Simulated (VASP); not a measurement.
# Se (P3_121) in VASP: a series of runs

Runs on Se. Level: PBE+D3(BJ). Tasks: single point.

Program: VASP 6.6.1. These are calculated values, not measurements. Logs are shortened: lines on timing, memory, paths and dates and some standing lists are left out, and cuts for length are marked.

### 1 The cell of the first run

Symmetry: P3_121, No. 152, trigonal system. The conventional cell has a = 3.941 Å, b = 3.941 Å, c = 5.464 Å, α = 90.00°, β = 90.00°, γ = 120.00°. Se (site symmetry 2) has 2 Se at 2.28 Å within 3.0 Å.

### 2 Single point, PBE+D3(BJ) (c/a of the conventional cell at fixed volume 1.3865)

INCAR reads:

```
SYSTEM = Se
ALGO = Normal
EDIFF = 1E-6
ENCUT = 520
GGA = PE
ISIF = 2
ISMEAR = 0
IVDW = 12
LASPH = .TRUE.
LCHARG = .FALSE.
LREAL = .FALSE.
LWAVE = .FALSE.
NBANDS = 16
NELM = 60
PREC = Accurate
SIGMA = 0.05
```

KPOINTS reads:

```
k-points
0
G
  9 9 8
  0 0 0
```

POSCAR reads:

```
Se
1.0
    3.9409371099      0.0000000000      0.0000000000
   -1.9704685549      3.4129516519      0.0000000000
    0.0000000000      0.0000000000      5.4641093028
Se
3
Direct
    0.2012552844      0.0000000000      0.3333333333
    0.0000000000      0.2012552844      0.6666666667
    0.7987447156      0.7987447156      0.0000000000
```

Potentials or basis: VASP PAW PBE potentials, release 64 (Se).

Started as:

```
$ cat potpaw_PBE.64/Se/POTCAR > POTCAR
$ mpirun -np 1 vasp_std > vasp.out
```

OUTCAR:

```text
SYSTEM = Se
   EDIFF = 1E-6
   ENCUT = 520
   GGA = PE
   ISIF = 2
   ISMEAR = 0
   IVDW = 12
   LASPH = .TRUE.
   LREAL = .FALSE.
   NELM = 60
   PREC = Accurate
 IVDW          = 12

 ion  position               nearest neighbor table
   1  0.201  0.000  0.333-   3 2.28   2 2.28
   2  0.000  0.201  0.667-   3 2.28   1 2.28
   3  0.799  0.799  0.000-   2 2.28   1 2.28

  LATTYP: Found a hexagonal cell.
 ALAT       =     3.9409371099
 C/A-ratio  =     1.3865000000

  Lattice vectors:

 A1 = (   3.9409371099,   0.0000000000,   0.0000000000)
 A2 = (  -1.9704685549,   3.4129516519,   0.0000000000)
 A3 = (   0.0000000000,   0.0000000000,   5.4641093028)

Analysis of symmetry for initial positions (statically):
=====================================================================
 Subroutine PRICEL returns:
 Original cell was already a primitive cell.

 Routine SETGRP: Setting up the symmetry group for a
 hexagonal supercell.

 Subroutine GETGRP returns: Found  6 space group operations
 (whereof  2 operations were pure point group operations)
 out of a pool of 24 trial point group operations.

The static configuration has the point symmetry C_2 .
 The point group associated with its full space group is D_3 .

Analysis of symmetry for dynamics (positions and initial velocities):
=====================================================================
 Subroutine PRICEL returns:
 Original cell was already a primitive cell.

 Routine SETGRP: Setting up the symmetry group for a
 hexagonal supercell.

 Subroutine GETGRP returns: Found  6 space group operations
 (whereof  2 operations were pure point group operations)
 out of a pool of 24 trial point group operations.

The dynamic configuration has the point symmetry C_2 .
 The point group associated with its full space group is D_3 .

 Subroutine INISYM returns: Found  6 space group operations
 (whereof  2 operations are pure point group operations),
 and found     1 'primitive' translations

----------------------------------------------------------------------------------------

                                     Primitive cell

  volume of cell :      73.4935

  direct lattice vectors                    reciprocal lattice vectors
     3.940937110  0.000000000  0.000000000     0.253746754  0.146500757  0.000000000
    -1.970468555  3.412951652  0.000000000     0.000000000  0.293001514  0.000000000
     0.000000000  0.000000000  5.464109303     0.000000000  0.000000000  0.183012444

  length of vectors
     3.940937110  3.940937110  5.464109303     0.293001514  0.293001514  0.183012444

  position of ions in fractional coordinates (direct lattice)
     0.201255284  0.000000000  0.333333333
     0.000000000  0.201255284  0.666666667
[... 85 lines left out ...]
   ISIF   =      2    stress and relaxation
   ISYM   =      2    0-nonsym 1-usesym 2-fastsym
   POTIM  = 0.5000    time-step for ionic-motion
   TEBEG  =    0.0;   TEEND  =   0.0 temperature during run
   PSTRESS=    0.0 pullay stress
   NELECT =      18.0000    total number of electrons
   NUPDOWN=      -1.0000    fix difference up-down
   EMIN   =  10.00;   EMAX   =-10.00  energy-range for DOS
   EFERMI =   0.00;   METHOD = LEGACY
   ISMEAR =     0;   SIGMA  =   0.05  broadening in eV -4-tet -1-fermi 0-gaus
   EFERMI_NEDOS =   21; number of points for ismear=-14 and -15
   IALGO  =     38    algorithm
   IMIX   =      4    mixing-type and parameters
     AMIX     =   0.40;   BMIX     =  1.00
     AMIX_MAG =   1.60;   BMIX_MAG =  1.00
  volume/ion in A,a.u.               =      24.50       165.32
  Fermi-wavevector in a.u.,A,eV,Ry     =   1.024274  1.935597 14.274368  1.049136
  Thomas-Fermi vector in A             =   2.158052
   LORBIT       =      0    0 simple, 1 ext, 2 COOP (PROOUT), +10 PAW based schemes
   GGA     = PE    functional components
   LHFCALC =     F    Hartree Fock is set to
   AEXX    =    0.0000 exact exchange contribution
   IVDW    =    12    specifies the selected vdW correction
   LEPSILON=     F    determine dielectric tensor
   LRPA    =     F    only Hartree local field effects (RPA)
 non-spin polarized calculation
 Gauss-broadening in eV      SIGMA  =   0.05
  energy-cutoff  :      520.00
  volume of cell :       73.49
 maximum number of plane-waves:      2012
 NGX is ok and might be reduce to    30
   NGX = 15   NGY = 15   NGZ = 21

 number of electron      17.9999999 magnetization

 Free energy of the ion-electron system (eV)
  ---------------------------------------------------
  ext. energy  EPLUGINS =         0.00000000
  ---------------------------------------------------
  free energy    TOTEN  =        -9.77818676 eV

  energy without entropy =       -9.77775832  energy(sigma->0) =       -9.77797254

 E-fermi :   3.6472     XC(G=0):  -9.3530

 val. band max:        3.6105050928   @ k =   0.3333   0.3333   0.3750
 cond. band min:       3.6627135189   @ k =   0.3333   0.3333   0.3750
 fundamental gap:      0.0522084262
 Fermi energy:         3.6471517548

 k-point     1 :       0.0000    0.0000    0.0000
  band No.  band energies     occupation
      1     -12.9460      2.00000
      2      -8.7764      2.00000
      3      -8.7764      2.00000
      4      -0.0111      2.00000
      5      -0.0111      2.00000
      6       0.5816      2.00000
[... 433 lines left out ...]
      3      -7.8191      2.00000
      4      -1.8542      2.00000
      5      -1.4294      2.00000
      6       0.4144      2.00000
[... 8 lines left out ...]
     15      11.7148      0.00000
     16      12.8629      0.00000

 [... further k-points ...]

------------------------ aborting loop because EDIFF is reached ----------------------------------------

 Edisp (eV)   -1.06863

 E8    (eV) :    -0.4419

  FORCE on cell =-STRESS in cart. coord.  units (eV):
  Direction    XX          YY          ZZ          XY          YZ          ZX
  --------------------------------------------------------------------------------------
  -------------------------------------------------------------------------------------
  Total       3.06291     3.06291     5.27746     0.00000     0.00000     0.00000
  in kB      66.77218    66.77218   115.04994     0.00000     0.00000     0.00000
  external pressure =       82.86 kB  Pullay stress =        0.00 kB

 VOLUME and BASIS-vectors are now :
 -----------------------------------------------------------------------------
  energy-cutoff  :      520.00
  volume of cell :       73.49
      direct lattice vectors                 reciprocal lattice vectors
     3.940937110  0.000000000  0.000000000     0.253746754  0.146500757  0.000000000
    -1.970468555  3.412951652  0.000000000     0.000000000  0.293001514  0.000000000
     0.000000000  0.000000000  5.464109303     0.000000000  0.000000000  0.183012444

 POSITION                                       TOTAL-FORCE (eV/Angst)
 -----------------------------------------------------------------------------------
      0.79313      0.00000      1.82137         2.501171      0.000000      0.000000
     -0.39657      0.68687      3.64274        -1.250585      2.166077      0.000000
      1.57390      2.72608      0.00000        -1.250585     -2.166077      0.000000
 -----------------------------------------------------------------------------------
    total drift:                               -0.000000     -0.000000      0.000000

  FREE ENERGIE OF THE ION-ELECTRON SYSTEM (eV)
  ---------------------------------------------------
  free  energy   TOTEN  =       -10.8468209944 eV

  energy  without entropy=      -10.8463925486  energy(sigma->0) =      -10.84660677
```

OSZICAR:

```text
N       E                     dE             d eps       ncg     rms          rms(c)
DAV:   1     0.810674535891E+02    0.81067E+02   -0.72979E+03  2592   0.942E+02
DAV:   2    -0.505635532097E+01   -0.86124E+02   -0.81692E+02  3504   0.158E+02
DAV:   3    -0.982537751968E+01   -0.47690E+01   -0.47516E+01  3272   0.418E+01
DAV:   4    -0.985496999458E+01   -0.29592E-01   -0.29589E-01  3360   0.391E+00
DAV:   5    -0.985516215422E+01   -0.19216E-03   -0.19216E-03  3360   0.307E-01    0.836E+00
DAV:   6    -0.979415153169E+01    0.61011E-01   -0.48635E-02  3280   0.134E+00    0.522E+00
DAV:   7    -0.978031725770E+01    0.13834E-01   -0.88591E-02  3272   0.173E+00    0.266E-01
DAV:   8    -0.977806782743E+01    0.22494E-02   -0.15272E-02  2808   0.762E-01    0.131E-01
DAV:   9    -0.977815755431E+01   -0.89727E-04   -0.61470E-04  3432   0.158E-01    0.480E-02
DAV:  10    -0.977818420952E+01   -0.26655E-04   -0.49601E-05  3288   0.483E-02    0.822E-03
DAV:  11    -0.977818716357E+01   -0.29541E-05   -0.10160E-05  3504   0.191E-02    0.502E-03
DAV:  12    -0.977818676383E+01    0.39975E-06   -0.22019E-06  2304   0.932E-03
   1 F= -.10846821E+02 E0= -.10846607E+02  d E =-.428446E-03
```

It took 2.6 min on 1 thread of AMD EPYC 7R13, shared host; peak memory 0.21 GiB.

Results:

```yaml
Free_energy: -10.8468 eV
Pressure: 8.3 GPa
Largest_force: 2.501 eV/Å
Band_gap_on_the_k_mesh: zero (filled and empty bands touch)
Dispersion_energy_per_atom: -0.356 eV
```

Forces on the atoms (eV/Å):
```
Se   2.501  0.000  0.000
Se  -1.251  2.166  0.000
Se  -1.251 -2.166  0.000
```

Stress tensor (GPa, compression positive):
```
 6.68  0.00  0.00
 0.00  6.68  0.00
 0.00  0.00 11.50
```

Levels at points of the mesh, in eV from the Fermi level:
```tsv
k point	band 7	band 8	band 9	band 10	band 11	band 12
(0.00, 0.00, 0.00)	-1.88	-1.88	-0.07	1.87	1.87	3.76
(0.00, 0.00, 0.50)	-1.64	-1.00	-1.00	0.46	2.45	2.45
```

Caveat: pairwise dispersion overbinds metals, which lowers pressure and volume; forces of over 1 eV/Å act on the atoms, so gaps and moduli don't describe the material at rest.

### 3 Single point, PBE+D3(BJ) (c/a of the conventional cell at fixed volume 1.3235)

INCAR reads:

```
  PREC = Accurate
  ENCUT = 520
  EDIFF = 1E-7
  ISMEAR = 0
  SIGMA = 0.05
  LREAL = False
  LASPH = True
  NELM = 60
  ALGO = Normal
  ISIF = 2
  LWAVE = False
  LCHARG = False
  GGA = PE
  IVDW = 12
  NBANDS = 16
```

KPOINTS reads:

```
Automatic mesh
0
Gamma
  9 9 8
```

POSCAR reads:

```
Se
1.0
    4.0025012891      0.0000000000      0.0000000000
   -2.0012506446      3.4662677951      0.0000000000
    0.0000000000      0.0000000000      5.2973104561
Se
3
Direct
    0.2166185459      0.0000000000      0.3333333333
    0.0000000000      0.2166185459      0.6666666667
    0.7833814541      0.7833814541      0.0000000000
```

Potentials or basis: VASP PAW PBE potentials, release 64 (Se).

Started as:

```
$ cat potpaw_PBE.64/Se/POTCAR > POTCAR
$ mpirun -np 1 vasp_std > vasp.out
```

It took 36 s on 1 thread of AMD EPYC 9R45 (Zen 5), shared host; peak memory 0.2 GiB.

Results (log left out):

```
Free energy                : -11.1958 eV
Pressure                   : 6.0 GPa
Largest force              : 1.737 eV/Å
Band gap on the k mesh     : zero (filled and empty bands touch)
Dispersion energy per atom : -0.356 eV
```

Forces on the atoms (eV/Å):
```
Se   1.737  0.000  0.000
Se  -0.869  1.505  0.000
Se  -0.869 -1.505  0.000
```

Stress tensor (GPa, compression positive):
```
5.37 0.00 0.00
0.00 5.37 0.00
0.00 0.00 7.26
```

Levels at points of the mesh, in eV from the Fermi level:
```
           k point  band 5  band 6  band 7  band 8  band 9  band 10  band 11  band 12  band 13  band 14
(0.00, 0.00, 0.00)   -3.67   -3.41   -1.93   -1.93   -0.21     1.78     1.78     3.07     6.10     6.10
(0.00, 0.00, 0.50)   -3.03   -3.03   -1.56   -1.23   -1.23     0.79     1.90     1.90     5.68     7.73
```

Caveat: pairwise dispersion overbinds metals, which lowers pressure and volume; forces of over 1 eV/Å act on the atoms, so gaps and moduli don't describe the material at rest.

(Part 1 of 3 ends here.)
